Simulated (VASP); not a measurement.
# SrLi2Sb2 in VASP: single point with PBE

Aim: the single point of SrLi2Sb2 with PBE.

Everything below comes from runs of VASP 6.6.1. Logs are shortened: lines on timing, memory, paths and dates and some standing lists are left out, and cuts for length are marked.

**1. The cell of the first run**

The typed cell holds 5 atoms: a = 4.387 Å, b = 4.387 Å, c = 7.287 Å, α = 90.00°, β = 90.00°, γ = 60.00°.

**2. Single point, PBE**

The input, INCAR:

```
PREC = Accurate
ENCUT = 520
EDIFF = 1E-7
ISMEAR = 1
SIGMA = 0.1093
LREAL = False
LASPH = True
NELM = 80
ALGO = Normal
ISIF = 2
LWAVE = False
LCHARG = False
GGA = PE
NBANDS = 21
```

The input, KPOINTS:

```
Automatic mesh
0
Gamma
  9 9 5
```

The input, POSCAR:

```
SrLi2Sb2
1.0
    2.1934810000      3.7992180000      0.0000000000
   -2.1934810000      3.7992180000      0.0000000000
    0.0000000000      0.0000000000      7.2870720000
Sr Li Sb
1 2 2
Direct
    0.0000000000      0.0000000000      0.0000000000
    0.3333000000      0.3334000000      0.6308000000
    0.6667000000      0.6666000000      0.3692000000
    0.3333000000      0.3334000000      0.2508000000
    0.6667000000      0.6666000000      0.7492000000
```

Potentials or basis: VASP PAW PBE potentials, release 64 (Sr_sv, Li_sv, Sb).

Launch:

```
$ cat potpaw_PBE.64/Sr_sv/POTCAR potpaw_PBE.64/Li_sv/POTCAR potpaw_PBE.64/Sb/POTCAR > POTCAR
$ mpirun -np 1 vasp_std > vasp.out
```

OUTCAR:

```text
PREC = Accurate
   ENCUT = 520
   EDIFF = 1E-7
   ISMEAR = 1
   LREAL = False
   LASPH = True
   NELM = 80
   ISIF = 2
   GGA = PE

 ion  position               nearest neighbor table
   1  0.000  0.000  0.000-   5 3.12   4 3.12   5 3.12   4 3.12   5 3.12   4 3.12   3 3.69   2 3.69
                             3 3.70   2 3.70   2 3.70   3 3.70
   2  0.333  0.333  0.631-   5 2.68   5 2.68   5 2.68   4 2.77   1 3.69   1 3.70   1 3.70
   3  0.667  0.667  0.369-   4 2.68   4 2.68   4 2.68   5 2.77   1 3.69   1 3.70   1 3.70
   4  0.333  0.333  0.251-   3 2.68   3 2.68   3 2.68   2 2.77   1 3.12   1 3.12   1 3.12
   5  0.667  0.667  0.749-   2 2.68   2 2.68   2 2.68   3 2.77   1 3.12   1 3.12   1 3.12

  LATTYP: Found a hexagonal cell.
 ALAT       =     4.3869598025
 C/A-ratio  =     1.6610756260

  Lattice vectors:

 A1 = (   2.1934810000,  -3.7992180000,   0.0000000000)
 A2 = (   2.1934810000,   3.7992180000,   0.0000000000)
 A3 = (   0.0000000000,   0.0000000000,   7.2870720000)

Analysis of symmetry for initial positions (statically):
=====================================================================
 Subroutine PRICEL returns:
 Original cell was already a primitive cell.

 Routine SETGRP: Setting up the symmetry group for a
 hexagonal supercell.

 Subroutine GETGRP returns: Found  4 space group operations
 (whereof  4 operations were pure point group operations)
 out of a pool of 24 trial point group operations.

The static configuration has the point symmetry C_2h.

Analysis of symmetry for dynamics (positions and initial velocities):
=====================================================================
 Subroutine PRICEL returns:
 Original cell was already a primitive cell.

 Routine SETGRP: Setting up the symmetry group for a
 hexagonal supercell.

 Subroutine GETGRP returns: Found  4 space group operations
 (whereof  4 operations were pure point group operations)
 out of a pool of 24 trial point group operations.

The dynamic configuration has the point symmetry C_2h.

 Subroutine INISYM returns: Found  4 space group operations
 (whereof  4 operations are pure point group operations),
 and found     1 'primitive' translations

----------------------------------------------------------------------------------------

                                     Primitive cell

  volume of cell :     121.4538

  direct lattice vectors                    reciprocal lattice vectors
     2.193481000  3.799218000  0.000000000     0.227948179  0.131606031  0.000000000
    -2.193481000  3.799218000  0.000000000    -0.227948179  0.131606031  0.000000000
     0.000000000  0.000000000  7.287072000     0.000000000  0.000000000  0.137229329

  length of vectors
     4.386959803  4.386959803  7.287072000     0.263211929  0.263211929  0.137229329

  position of ions in fractional coordinates (direct lattice)
     0.000000000  0.000000000  0.000000000
     0.333300000  0.333400000  0.630800000
     0.666700000  0.666600000  0.369200000
     0.333300000  0.333400000  0.250800000
     0.666700000  0.666600000  0.749200000

  ion indices of the primitive-cell ions
   primitive index   ion index
                 1           1
                 2           2
                 3           3
                 4           4
                 5           5

----------------------------------------------------------------------------------------

 KPOINTS: Automatic mesh

Automatic generation of k-mesh.
 Grid dimensions read from file:
 generate k-points for:    9    9    5

 Generating k-lattice:

  Cartesian coordinates                     Fractional coordinates (reciprocal lattice)
     0.025327575  0.014622892  0.000000000     0.111111111  0.000000000  0.000000000
    -0.025327575  0.014622892  0.000000000     0.000000000  0.111111111  0.000000000
     0.000000000  0.000000000  0.027445866     0.000000000  0.000000000  0.200000000

  Length of vectors
     0.029245770  0.029245770  0.027445866

  Shift w.r.t. Gamma in fractional coordinates (k-lattice)
     0.000000000  0.000000000  0.000000000

 Subroutine IBZKPT returns following result:
 ===========================================

 Found    115 irreducible k-points:

 Following reciprocal coordinates:
            Coordinates               Weight
  0.000000  0.000000  0.000000      1.000000
  0.111111  0.000000  0.000000      4.000000
  0.000000  0.111111  0.000000      2.000000
  0.222222  0.000000  0.000000      4.000000
  0.000000  0.222222  0.000000      2.000000
  0.333333  0.000000  0.000000      4.000000
[... 16 lines left out ...]
  0.333333 -0.444444  0.000000      4.000000
 -0.222222  0.333333  0.000000      4.000000
 [... further k-points ...]
   k-points           NKPTS =    115   k-points in BZ     NKDIM =    115   number of bands    NBANDS=     21
   number of dos      NEDOS =    301   number of ions     NIONS =      5
   total plane-waves  NPLWV =  69984
   dimension x,y,z NGX =    36 NGY =   36 NGZ =   54
   dimension x,y,z NGXF=    72 NGYF=   72 NGZF=  108
   ions per type =               1   2   2
   NGX,Y,Z   is equivalent  to a cutoff of  13.64, 13.64, 12.32 a.u.
   NGXF,Y,Z  is equivalent  to a cutoff of  27.28, 27.28, 24.64 a.u.
 SYSTEM =  unknown system
   PREC   = accura    normal or accurate (medium, high low for compatibility)
   ISTART =      0    job   : 0-new  1-cont  2-samecut
   ICHARG =      2    charge: 1-file 2-atom 10-const
   ISPIN  =      1    spin polarized calculation?
   LNONCOLLINEAR =      F non collinear calculations
   LSORBIT =      F    spin-orbit coupling
   LASPH  =      T    aspherical Exc in radial PAW
   ENCUT  =  520.0 eV  38.22 Ry    6.18 a.u.   8.16  8.16 13.55*2*pi/ulx,y,z
   NELM   =     80;   NELMIN=  2; NELMDL= -5     # of ELM steps
   EDIFF  = 0.1E-06   stopping-criterion for ELM
   LREAL  =      F    real-space projection
   EDIFFG = 0.1E-05   stopping-criterion for IOM
   NSW    =      0    number of steps for IOM
   IBRION =     -1    ionic relax: 0-MD 1-quasi-New 2-CG
   NFREE  =      0    steps in history (QN), initial steepest desc. (CG)
   ISIF   =      2    stress and relaxation
   ISYM   =      2    0-nonsym 1-usesym 2-fastsym
   POTIM  = 0.5000    time-step for ionic-motion
   TEBEG  =    0.0;   TEEND  =   0.0 temperature during run
   PSTRESS=    0.0 pullay stress
   NELECT =      26.0000    total number of electrons
   NUPDOWN=      -1.0000    fix difference up-down
   EMIN   =  10.00;   EMAX   =-10.00  energy-range for DOS
   EFERMI =   0.00;   METHOD = LEGACY
   ISMEAR =     1;   SIGMA  =   0.11  broadening in eV -4-tet -1-fermi 0-gaus
   EFERMI_NEDOS =   21; number of points for ismear=-14 and -15
   IALGO  =     38    algorithm
   IMIX   =      4    mixing-type and parameters
     AMIX     =   0.40;   BMIX     =  1.00
     AMIX_MAG =   1.60;   BMIX_MAG =  1.00
  volume/ion in A,a.u.               =      24.29       163.92
  Fermi-wavevector in a.u.,A,eV,Ry     =   0.979330  1.850665 13.049165  0.959087
  Thomas-Fermi vector in A             =   2.110174
   LORBIT       =      0    0 simple, 1 ext, 2 COOP (PROOUT), +10 PAW based schemes
   GGA     = PE    functional components
   LHFCALC =     F    Hartree Fock is set to
   AEXX    =    0.0000 exact exchange contribution
   IVDW    =     0    specifies the selected vdW correction
   LEPSILON=     F    determine dielectric tensor
   LRPA    =     F    only Hartree local field effects (RPA)
 non-spin polarized calculation
 Methfessel and Paxton  Order N= 1 SIGMA  =   0.11
  energy-cutoff  :      520.00
  volume of cell :      121.45
 maximum number of plane-waves:      3286
 NGX is ok and might be reduce to    36
   NGX = 17   NGY = 17   NGZ = 27

 number of electron      26.0000004 magnetization

 Free energy of the ion-electron system (eV)
  ---------------------------------------------------
  ext. energy  EPLUGINS =         0.00000000
  ---------------------------------------------------
  free energy    TOTEN  =       -15.67974201 eV

  energy without entropy =      -15.67976215  energy(sigma->0) =      -15.67974873

 E-fermi :   3.5770     XC(G=0):  -8.9408

 val. band max:        3.5762641849   @ k =  -0.0000  -0.1111   0.4000
 cond. band min:       3.5859219679   @ k =   0.4444   0.0000   0.4000
 fundamental gap:      0.0096577830
 Fermi energy:         3.5769815170

 k-point     1 :       0.0000    0.0000    0.0000
  band No.  band energies     occupation
      1     -41.5503      2.00000
      2     -41.5436      2.00000
      3     -30.4455      2.00000
      4     -12.6866      2.00000
      5     -12.5253      2.00000
      6     -12.5252      2.00000
[... 13 lines left out ...]
     20       8.3870      0.00000
     21       8.3973      0.00000

 k-point     2 :       0.1111    0.0000    0.0000
  band No.  band energies     occupation
      1     -41.5501      2.00000
      2     -41.5437      2.00000
      3     -30.4443      2.00000
      4     -12.6784      2.00000
      5     -12.5519      2.00000
      6     -12.5303      2.00000
[... 13 lines left out ...]
     20       8.7230      0.00000
     21       8.9107      0.00000

 k-point     3 :       0.0000    0.1111    0.0000
  band No.  band energies     occupation
      1     -41.5501      2.00000
      2     -41.5437      2.00000
      3     -30.4443      2.00000
      4     -12.6784      2.00000
      5     -12.5520      2.00000
      6     -12.5302      2.00000
[... 13 lines left out ...]
     20       8.7231      0.00000
     21       8.9109      0.00000

 k-point     4 :       0.2222    0.0000    0.0000
  band No.  band energies     occupation
      1     -41.5495      2.00000
      2     -41.5441      2.00000
      3     -30.4414      2.00000
      4     -12.6583      2.00000
      5     -12.6169      2.00000
      6     -12.5429      2.00000
[... 13 lines left out ...]
     20       9.3901      0.00000
     21       9.8197      0.00000

 k-point     5 :       0.0000    0.2222    0.0000
  band No.  band energies     occupation
      1     -41.5495      2.00000
      2     -41.5441      2.00000
      3     -30.4414      2.00000
      4     -12.6582      2.00000
      5     -12.6170      2.00000
      6     -12.5428      2.00000
[... 13 lines left out ...]
     20       9.3906      0.00000
     21       9.8199      0.00000

 k-point     6 :       0.3333    0.0000    0.0000
  band No.  band energies     occupation
      1     -41.5487      2.00000
      2     -41.5448      2.00000
      3     -30.4381      2.00000
      4     -12.6930      2.00000
      5     -12.6305      2.00000
      6     -12.5572      2.00000
[... 13 lines left out ...]
     20       9.9218      0.00000
     21      10.0748      0.00000

 k-point     7 :       0.0000    0.3333    0.0000
  band No.  band energies     occupation
      1     -41.5487      2.00000
      2     -41.5448      2.00000
      3     -30.4381      2.00000
      4     -12.6930      2.00000
      5     -12.6305      2.00000
      6     -12.5571      2.00000
[... 13 lines left out ...]
     20       9.9216      0.00000
     21      10.0753      0.00000
[... 291 lines left out ...]
      1     -41.5482      2.00000
      2     -41.5452      2.00000
      3     -30.4366      2.00000
      4     -12.6926      2.00000
      5     -12.6248      2.00000
      6     -12.5913      2.00000
[... 13 lines left out ...]
     20      10.1908      0.00000
     21      10.4070      0.00000

 k-point    21 :       0.2222    0.4444    0.0000
  band No.  band energies     occupation
      1     -41.5482      2.00000
      2     -41.5452      2.00000
      3     -30.4366      2.00000
      4     -12.6927      2.00000
      5     -12.6248      2.00000
      6     -12.5913      2.00000
[... 13 lines left out ...]
     20      10.1905      0.00000
     21      10.4071      0.00000

 k-point    22 :      -0.4444    0.2222    0.0000
  band No.  band energies     occupation
      1     -41.5474      2.00000
      2     -41.5459      2.00000
      3     -30.4350      2.00000
      4     -12.7077      2.00000
      5     -12.6238      2.00000
      6     -12.6081      2.00000
[... 13 lines left out ...]
     20       9.8813      0.00000
     21      10.5433      0.00000

 k-point    23 :       0.3333   -0.4444    0.0000
  band No.  band energies     occupation
      1     -41.5474      2.00000
      2     -41.5459      2.00000
      3     -30.4350      2.00000
      4     -12.7078      2.00000
      5     -12.6237      2.00000
      6     -12.6081      2.00000
[... 13 lines left out ...]
     20       9.8810      0.00000
     21      10.5434      0.00000

 k-point    24 :      -0.2222    0.3333    0.0000
  band No.  band energies     occupation
      1     -41.5474      2.00000
      2     -41.5459      2.00000
      3     -30.4350      2.00000
      4     -12.7078      2.00000
      5     -12.6236      2.00000
      6     -12.6081      2.00000
[... 13 lines left out ...]
     20       9.8811      0.00000
     21      10.5432      0.00000

 [... further k-points ...]
[... 5 lines left out ...]
  --------------------------------------------------------------------------------------
  -------------------------------------------------------------------------------------
  Total        5.8766162      5.8790827      4.6774182      0.0021428      0.0001137     -0.0001970
  in kB       77.5223209     77.5548573     61.7029080      0.0282670      0.0015001     -0.0025987
  external PRESSURE =      72.2600288 kB  Pullay stress =       0.0000000 kB

 VOLUME and BASIS-vectors are now :
 -----------------------------------------------------------------------------
  energy-cutoff  :      520.00
  volume of cell :      121.45
      direct lattice vectors                 reciprocal lattice vectors
     2.193481000  3.799218000  0.000000000     0.227948179  0.131606031  0.000000000
    -2.193481000  3.799218000  0.000000000    -0.227948179  0.131606031  0.000000000
     0.000000000  0.000000000  7.287072000     0.000000000  0.000000000  0.137229329

 POSITION                                       TOTAL-FORCE (eV/Angst)
 -----------------------------------------------------------------------------------
      0.00000      0.00000      0.00000        -0.000000      0.000000     -0.000000
     -0.00022      2.53294      4.59669         0.001198     -0.000692     -0.226055
      0.00022      5.06550      2.69039        -0.001198      0.000692      0.226055
     -0.00022      2.53294      1.82760         0.001667     -0.000962      0.677365
      0.00022      5.06550      5.45947        -0.001667      0.000962     -0.677365
 -----------------------------------------------------------------------------------
    total drift:                               -0.000000      0.000000      0.000000

  FREE ENERGIE OF THE ION-ELECTRON SYSTEM (eV)
  ---------------------------------------------------
  free  energy   TOTEN  =       -15.6797420142 eV

  energy  without entropy=      -15.6797621495  energy(sigma->0) =      -15.67974873
```

Wall time 4.1 min (1 thread of Intel Xeon Platinum 8488C (Sapphire Rapids), shared host); peak memory 0.45 GiB.

What came out:

- Free energy: -15.6797 eV
- Largest force: 0.677 eV/Å
- Band gap on the k mesh: zero (band 13 reaches 4.89 eV, above the bottom of band 14 at 2.93 eV)

Forces on the atoms (eV/Å):
```
Sr   0.000  0.000  0.000
Li   0.001 -0.001 -0.226
Li  -0.001  0.001  0.226
Sb   0.002 -0.001  0.677
Sb  -0.002  0.001 -0.677
```

Caveat: the cutoff is under 1.25 times the usual one of these potentials, so pressure, stress and relaxed cells hold a basis-set (Pulay) error; spin-orbit coupling is left out, which moves the levels of the heavy elements.
